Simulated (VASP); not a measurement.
**C: single point with PBEsol**

C:

```
C
1.0
     1.22803    0.70900    3.34701
    -1.22803    0.70900    3.34701
     0.00000   -1.41800    3.34701
C
2
Direct
  0.18249 0.15005 0.15528
  0.83600 0.83600 0.83600
```

This cell differs from its parent crystal: one atom moved.

```json
{
 "Program": "VASP 6.6.1",
 "Task": "single point",
 "Functional": "PBEsol",
 "Potentials or basis": "VASP PAW PBE potentials, release 64 (C)",
 "Cutoff": "520 eV",
 "k mesh": "15 × 15 × 15",
 "Occupations": "gaussian, width 0.02 eV",
 "Spin": "no spin polarisation",
 "Dipole correction": "no",
 "Further INCAR settings": "ALGO = Normal; EDIFF = 1e-06; NBANDS = 11"
}
```

```
Pressure      : 2.6 GPa
Largest force : 2.707 eV/Å
```

Forces in eV/Å, atoms in the order of the input:
```
C   -2.290 -0.955  1.081
C    2.290  0.955 -1.081
```

Stress tensor (GPa, compression positive):
```
5.69 4.95 1.40
4.95 1.60 0.58
1.40 0.58 0.47
```

Run time: 14 min on 1 thread of Intel Xeon 8259CL, with other jobs on the host, peak memory 0.37 GiB.

Caveat: the cell differs from its parent crystal (one atom moved); this functional lacks dispersion, which binds the layers, so the pressure and a relaxed spacing across them are unreliable; the PAW data sets were made with another functional, which shifts forces and pressure a little.
